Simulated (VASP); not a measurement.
Crystal: SnSe2.

```
Sn Se
1.0
     0.00000    3.46088    3.46088
     3.46088    0.00000    3.46088
     3.46088    3.46088    0.00000
Sn Se
1 2
Cartesian
  0.0000 0.0000 0.0000
  5.1913 5.1913 5.1913
  1.7304 1.7304 1.7304
```

| Property | Result |
| --- | --- |
| Program | VASP 6.6.1 |
| Task | relaxation of cell and atoms |
| Functional | PBEsol |
| Potentials or basis | VASP PAW PBE potentials, release 64 (Sn_d, Se) |
| Cutoff | 600 eV |
| k mesh | 6 × 6 × 6 |
| Occupations | fermi-dirac, width 0.03 eV |
| Spin | no spin polarisation |

At the start: pressure -3.2 GPa; volume 27.64 Å³/atom.

**Question.** How do energy, volume and symmetry change on relaxing?

**Answer.** Over 3 steps the energy falls by 20.1 meV/atom and the volume is 25.75 Å³/atom (-6.8 %); space group Fm-3m (No. 225, to 0.05 Å).

Step by step:
```csv
step,energy change (eV),largest force (eV/Å),pressure (GPa),volume (Å³)
1,0.0000,0.0000,-3.18,82.91
2,-0.0591,0.0000,0.55,76.49
3,-0.0604,0.0000,0.01,77.24
```

Final structure:
```xyz
3
Lattice="0.0000 3.3802 3.3802 3.3802 0.0000 3.3802 3.3802 3.3802 0.0000" Properties=species:S:1:pos:R:3 pbc="T T T"
Sn    0.0000    0.0000    0.0000
Se    5.0703    5.0703    5.0703
Se    1.6901    1.6901    1.6901
```

Caveat: the PAW data sets were made with another functional, which shifts forces and pressure a little.
